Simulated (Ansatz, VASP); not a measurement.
# One calculation of LiNbO3, two programs

```
Li Nb O
1.0
     2.49879    1.44267    4.79667
    -2.49879    1.44267    4.79667
     0.00000   -2.88535    4.79667
Li Nb O
2 2 6
Direct
  0.28159 0.28159 0.28159
  0.78159 0.78159 0.78159
  0.00049 0.00049 0.00049
  0.50049 0.50049 0.50049
  0.11046 0.35803 0.72110
  0.72110 0.11046 0.35803
  0.35803 0.72110 0.11046
  0.22110 0.85803 0.61046
  0.85803 0.61046 0.22110
  0.61046 0.22110 0.85803
```

Alike in both runs: task single point; functional PBE; k mesh 6 × 6 × 6; occupations gaussian, width 0.05 eV; no spin polarisation.

```csv
,VASP,Ansatz
version,VASP 6.6.1,Ansatz 0.2.0
potentials or method,"VASP PAW PBE potentials, release 64 (Li_sv, Nb_sv, O), cutoff 520 eV","scalar-relativistic, plane waves, PAW"
valence electrons in the cell,68,68
```

|  | VASP | Ansatz | Ansatz less VASP |
| --- | --- | --- | --- |
| gap on the k mesh at the Fermi level (eV) | 3.75 | 3.76 | +0.015 |
| least direct gap on the mesh (eV) | 3.76 | 3.77 | +0.015 |
| rms of the force components (eV/Å) | 0.473 | 0.466 | -0.0073 |

Atom by atom the forces differ by 0.016 eV/Å (rms over components).

Noted on VASP's run: the cutoff is under 1.25 times that of the potentials, so the pressure is a little rough.
